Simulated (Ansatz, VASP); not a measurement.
**Two plane-wave programs on Ga3BiAs2**

File INCAR:

```
PREC = Accurate ; ENCUT = 520
EDIFF = 1E-6 ; ISMEAR = -1
SIGMA = 0.02 ; LREAL = F
LASPH = T ; NELM = 100
ALGO = Normal ; ISIF = 2
LWAVE = F ; LCHARG = F
GGA = PE ; NBANDS = 41
```

Contents of KPOINTS:

```
regular mesh
0
Gamma
  12 12 4
```

Contents of POSCAR:

```
Ga3BiAs2
1.0
    4.1727642628      0.0000000000      0.0000000000
   -2.0863821314      3.6137198556      0.0000000000
    0.0000000000      0.0000000000     10.2366546484
As Bi Ga
2 1 3
Direct
    0.0000000000      0.0000000000      0.0104119404
    0.3333333333      0.6666666667      0.3245873457
    0.6666666667      0.3333333333      0.6640402504
    0.3333333333      0.6666666667      0.0831291718
    0.6666666667      0.3333333333      0.3958342070
    0.0000000000      0.0000000000      0.7719970847
```

Input for Ansatz:

```yaml
crystal:
  lattice:
    - [4.1727642628, 0.0, 0.0]
    - [-2.0863821314, 3.6137198556, 0.0]
    - [0.0, 0.0, 10.2366546484]
  atoms:
    - { symbol: As, position: [0.0, 0.0, 0.0104119404] }
    - { symbol: As, position: [0.3333333333, 0.6666666667, 0.3245873457] }
    - { symbol: Bi, position: [0.6666666667, 0.3333333333, 0.6640402504] }
    - { symbol: Ga, position: [0.3333333333, 0.6666666667, 0.0831291718] }
    - { symbol: Ga, position: [0.6666666667, 0.3333333333, 0.395834207] }
    - { symbol: Ga, position: [0.0, 0.0, 0.7719970847] }
kpoints:
  mp_grid: { grid: [12, 12, 4] }
  band_path:
    path:
      - [0.0, 0.0, 0.0]
      - [0.5, 0.0, 0.0]
      - [0.3333333333, 0.3333333333, 0.0]
      - [0.0, 0.0, 0.5]
      - [0.5, 0.0, 0.5]
      - [0.3333333333, 0.3333333333, 0.5]
      - [0.0, 0.0833333333, 0.25]
      - [0.0, 0.0833333333, 0.0]
    npoints: 1
hamiltonian:
  xc: pbe
scf:
  occupations: { method: fermi_dirac, width: 0.02 }
  n_extra_bands: 5
output:
  forces: true
  stress: true
  eigenvalues: true
```

Alike in both runs: task single point; functional PBE; k mesh 12 × 12 × 4; occupations fermi-dirac, width 0.02 eV; no spin polarisation.

```csv
,VASP,Ansatz
version,VASP 6.6.1,Ansatz 0.2.0
potentials or method,"VASP PAW PBE potentials, release 64 (As, Bi_d, Ga_d)","plane waves, PAW"
plane-wave cutoff (eV),520,420
valence electrons in the cell,64,84
```

```tsv
	VASP	Ansatz	Ansatz less VASP
pressure (GPa)	2.4	2.3	-0.10
traceless stress, the component that is largest in VASP (GPa)	0.37	0.37	-0.007
rms of the force components (eV/Å)	0.035	0.033	-0.0020
```

Atom by atom the forces differ by 0.003 eV/Å (rms over components). With one functional, cell and mesh, what is left measures potentials, basis and numerics. VASP's potentials hold 64 valence electrons a cell and Ansatz's 84, so a difference there can come from the potentials and not from the codes.

Spin-orbit coupling is off throughout.
